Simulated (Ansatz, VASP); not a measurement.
One calculation of Ru, two programs

File INCAR:

```
SYSTEM = Ru
PREC = Accurate
ENCUT = 520
EDIFF = 1E-7
ISMEAR = 0
SIGMA = 0.15
LREAL = .False.
LASPH = .True.
NELM = 80
ALGO = Fast
ISIF = 2
LWAVE = .False.
LCHARG = .True.
GGA = PS
LELF = .True.
LVHAR = .True.
NBANDS = 21
```

File KPOINTS:

```
regular mesh
0
Gamma
  24 24 12
  0 0 0
```

Contents of POSCAR:

```
Ru
1.0
    2.6652123442      0.0000000000      0.0000000000
   -1.3326061721      2.3081415966      0.0000000000
    0.0000000000      0.0000000000      4.3461285000
Ru
2
Direct
    0.3333333333      0.6666666667      0.2500000000
    0.6666666667      0.3333333333      0.7500000000
```

Input for Ansatz:

```yaml
crystal:
  lattice:
    - [2.6652123442, 0.0, 0.0]
    - [-1.3326061721, 2.3081415966, 0.0]
    - [0.0, 0.0, 4.3461285]
  atoms:
    - { symbol: Ru, position: [0.3333333333, 0.6666666667, 0.25] }
    - { symbol: Ru, position: [0.6666666667, 0.3333333333, 0.75] }
basis:
  ecutwfc: 420
kpoints:
  mp_grid: { grid: [24, 24, 12] }
hamiltonian:
  xc: pbesol
scf:
  occupations: { method: gaussian, width: 0.15 }
output:
  forces: true
  stress: true
  eigenvalues: true
```

Change from the starting cell: strain -0.015 along x and y, +0.015 along z, atoms carried along.

Alike in both runs: task single point; functional PBEsol; k mesh 24 × 24 × 12; occupations gaussian, width 0.15 eV; no spin polarisation.

|  | VASP | Ansatz |
| --- | --- | --- |
| version | VASP 6.6.1 | Ansatz 0.2.0 |
| potentials or method | VASP PAW PBE potentials, release 64 (Ru_pv), cutoff 520 eV | scalar-relativistic, plane waves, PAW |
| valence electrons in the cell | 28 | 32 |

```csv
,VASP,Ansatz,Ansatz less VASP
gap on the k mesh at the Fermi level (eV),none,none,-
pressure (GPa),-1.3,-1.2,+0.07
"traceless stress, the component that is largest in VASP (GPa)",-10.64,-10.66,-0.016
```

VASP's potentials were made for PBE, not for PBEsol. A gap of «none» marks a metal or a gap that the smearing closes. The functional is the same, so the differences come from potentials, cutoffs and numerics. VASP's potentials hold 28 valence electrons a cell and Ansatz's 32, so a difference there can come from the potentials and not from the codes.
